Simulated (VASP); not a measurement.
# GaW2 (Fm-3m) in VASP: further runs, part 2 of 2

VASP 6.6.1. The steps go on from the part before.

### 5 Relaxation of cell and atoms, PBE

Contents of INCAR:

```
  PREC = Accurate
  ENCUT = 600
  EDIFF = 1E-6
  ISMEAR = 0
  SIGMA = 0.1
  LREAL = F
  LASPH = T
  NELM = 80
  ALGO = Fast
  ISIF = 3
  LWAVE = F
  LCHARG = F
  GGA = PE
  IBRION = 2
  NSW = 100
  EDIFFG = -0.01
```

Contents of KPOINTS:

```
regular mesh
0
Gamma
  14 14 14
```

Contents of POSCAR:

```
GaW2
1.0
    0.0000000000      2.9746410951      2.9746410951
    2.9746410951      0.0000000000      2.9746410951
    2.9746410951      2.9746410951      0.0000000000
Ga W
1 2
Direct
    0.0000000000      0.0000000000      0.0000000000
    0.2500000000      0.2500000000      0.2500000000
    0.7500000000      0.7500000000      0.7500000000
```

Potentials or basis: VASP PAW PBE potentials, release 64 (Ga_d, W_sv).

The run is started by

```console
cat potpaw_PBE.64/Ga_d/POTCAR potpaw_PBE.64/W_sv/POTCAR > POTCAR
mpirun -np 1 vasp_std > vasp.out
```

OUTCAR:

```text
PREC = Accurate
   ENCUT = 600
   EDIFF = 1E-6
   ISMEAR = 0
   LREAL = F
   LASPH = T
   NELM = 80
   ISIF = 3
   GGA = PE
   IBRION = 2
   NSW = 100
   EDIFFG = -0.01

 ion  position               nearest neighbor table
   1  0.000  0.000  0.000-   3 2.58   3 2.58   3 2.58   2 2.58   3 2.58   2 2.58   2 2.58   2 2.58

   2  0.250  0.250  0.250-   1 2.58   1 2.58   1 2.58   1 2.58   3 2.97   3 2.97   3 2.97   3 2.97
                             3 2.97   3 2.97
   3  0.750  0.750  0.750-   1 2.58   1 2.58   1 2.58   1 2.58   2 2.97   2 2.97   2 2.97   2 2.97
                             2 2.97   2 2.97

  LATTYP: Found a face centered cubic cell.
 ALAT       =     5.9492821902

  Lattice vectors:

 A1 = (   0.0000000000,   2.9746410951,   2.9746410951)
 A2 = (   2.9746410951,   0.0000000000,   2.9746410951)
 A3 = (   2.9746410951,   2.9746410951,   0.0000000000)

Analysis of symmetry for initial positions (statically):
=====================================================================
 Subroutine PRICEL returns:
 Original cell was already a primitive cell.
[... 178 lines left out ...]

  FORCE on cell =-STRESS in cart. coord.  units (eV):
  Direction    XX          YY          ZZ          XY          YZ          ZX
  --------------------------------------------------------------------------------------
  -------------------------------------------------------------------------------------
  Total        0.1844851      0.1844851      0.1844851     -0.0000000     -0.0000000     -0.0000000
  in kB        5.6148502      5.6148502      5.6148502     -0.0000000     -0.0000000     -0.0000000
  external PRESSURE =       5.6148502 kB  Pullay stress =       0.0000000 kB
[... 61 lines left out ...]
--------------------------------------- Ionic step        3  -------------------------------------------

 number of electron      40.9999995 magnetization

 Free energy of the ion-electron system (eV)
  ---------------------------------------------------
  ext. energy  EPLUGINS =         0.00000000
  ---------------------------------------------------
  free energy    TOTEN  =       -25.67279780 eV

  energy without entropy =      -25.65792690  energy(sigma->0) =      -25.66536235

 E-fermi :   8.5697     XC(G=0): -12.3670

 val. band max:        8.5435218269   @ k =   0.4286   0.0714   0.0000
 cond. band min:       8.5702469168   @ k =   0.3571   0.0714   0.0000
 fundamental gap:      0.0267250899
 Fermi energy:         8.5696948385

 k-point     1 :       0.0000    0.0000    0.0000
  band No.  band energies     occupation
      1     -65.7738      2.00000
      2     -65.7140      2.00000
      3     -30.0951      2.00000
      4     -30.0951      2.00000
      5     -30.0951      2.00000
      6     -29.7788      2.00000
[... 637 lines left out ...]
     23      10.6156      0.00000
     24      11.3305      0.00000

 [... further k-points ...]

------------------------ aborting loop because EDIFF is reached ----------------------------------------

  FORCE on cell =-STRESS in cart. coord.  units (eV):
  Direction    XX          YY          ZZ          XY          YZ          ZX
  --------------------------------------------------------------------------------------
  -------------------------------------------------------------------------------------
  Total        0.0001853      0.0001853      0.0001853      0.0000000      0.0000000      0.0000000
  in kB        0.0056245      0.0056245      0.0056245      0.0000000      0.0000000      0.0000000
  external PRESSURE =       0.0056245 kB  Pullay stress =       0.0000000 kB
[... 18 lines left out ...]
  FREE ENERGIE OF THE ION-ELECTRON SYSTEM (eV)
  ---------------------------------------------------
  free  energy   TOTEN  =       -25.6727977988 eV

  energy  without entropy=      -25.6579269009  energy(sigma->0) =      -25.66536235

 reached required accuracy - stopping structural energy minimisation
```

It took 5.7 min on 1 thread of Intel Xeon 6975P-C (Granite Rapids), shared host; peak memory 0.33 GiB.

What came out:

| Quantity | Value |
| --- | --- |
| Free energy | -25.6728 eV |
| Relaxed volume | 17.60 Å³/atom |
| Relaxed cell | a = 4.211 Å, b = 4.211 Å, c = 4.211 Å, α = 60.00°, β = 60.00°, γ = 60.00° |
| Space group after relaxing (to 0.1 Å) | Fm-3m (No. 225) |
| Energy gained by relaxing | 0.1 meV/atom |
| Ionic steps | 3 |
| Pressure after relaxing | 0.0 GPa |

The path:
```
step  energy change (eV)  largest force (eV/Å)  pressure (GPa)  volume (Å³)
   1              0.0000                0.0000            0.56        52.64
   2              0.0008                0.0000           -1.13        53.11
   3             -0.0003                0.0000            0.00        52.80
```

Final structure:
```xyz
3
Lattice="0.0000 2.9776 2.9776 2.9776 0.0000 2.9776 2.9776 2.9776 0.0000" Properties=species:S:1:pos:R:3 pbc="T T T"
Ga    0.0000    0.0000    0.0000
W     1.4888    1.4888    1.4888
W     4.4663    4.4663    4.4663
```

Levels at points of the mesh, in eV from the Fermi level:
```tsv
k point	band 18	band 19	band 20	band 21	band 22	band 23
(0.00, 0.00, 0.00)	-3.30	-3.30	2.30	2.30	2.30	3.20
(0.50, 0.00, 0.00)	-1.39	-1.39	-0.54	-0.28	-0.28	-0.11
(0.50, 0.50, 0.00)	-2.70	-1.53	-1.53	0.47	0.47	0.95
```

Caveat: the highest band is partly filled, so the run has too few bands; spin-orbit coupling is left out, which moves the levels of the heavy elements.

### 6 The runs side by side

```csv
task,cell,k mesh,cutoff (eV),gap on the mesh (eV),pressure (GPa),relaxed volume (Å³/atom)
single point,"a = 4.207 Å, angles 60.0°, 3 atoms",6 × 6 × 6,520,none,0.5,-
relaxation of cell and atoms,"relaxed from a = 4.095 Å, angles 60.0°, 3 atoms",6 × 6 × 6,600,-,-0.1,17.60
single point,"a = 4.208 Å, angles 60.0°, 3 atoms",14 × 14 × 14,520,none,0.4,-
relaxation of cell and atoms,"relaxed from a = 4.207 Å, angles 60.0°, 3 atoms",14 × 14 × 14,600,-,0.0,17.60
```

Alike in all rows: level PBE; potentials or basis VASP PAW PBE potentials, release 64 (Ga_d, W_sv); no spin polarisation; smearing gaussian 0.1 eV.

Caveats: spin-orbit coupling is left out, which moves the levels of the heavy elements; the highest band is partly filled, so the run has too few bands (at least some runs).

Absolute energies hang on the potentials; compare differences alone.

The gap in the log of VASP goes by the Fermi energy; the results here count the filled bands.